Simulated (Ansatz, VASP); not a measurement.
**SiO2 in VASP and in Ansatz**

```
CELL_PARAMETERS angstrom
3.93857 0.00000 0.00000
0.00000 3.93857 0.00000
0.00000 0.00000 2.73770
ATOMIC_POSITIONS crystal
Si 0.50000 0.50000 0.50000
Si 0.00000 0.00000 0.00000
O 0.69301 0.69301 0.00000
O 0.19301 0.80699 0.50000
O 0.30699 0.30699 0.00000
O 0.80699 0.19301 0.50000
```

Alike in both runs: task single point; functional PBE; k mesh 6 × 6 × 10; occupations gaussian, width 0.05 eV; no spin polarisation.

|  | VASP | Ansatz |
| --- | --- | --- |
| version | VASP 6.6.1 | Ansatz 0.2.0 |
| potentials or method | VASP PAW PBE potentials, release 64 (Si, O), cutoff 520 eV | scalar-relativistic, plane waves, PAW |
| valence electrons in the cell | 32 | 32 |

VASP gave:

| Quantity | Value |
| --- | --- |
| gap on the k mesh at the Fermi level (eV) | 5.83 |
| least direct gap on the mesh (eV) | 5.83 |
| rms of the force components (eV/Å) | 0.533 |

Task: Estimate Ansatz's values.

Result: gap on the k mesh at the Fermi level (eV): 5.88; least direct gap on the mesh (eV): 5.88; rms of the force components (eV/Å): 0.535.

Atom by atom the forces differ by 0.002 eV/Å (rms over components). The functional is the same, so the differences come from potentials, cutoffs and numerics.
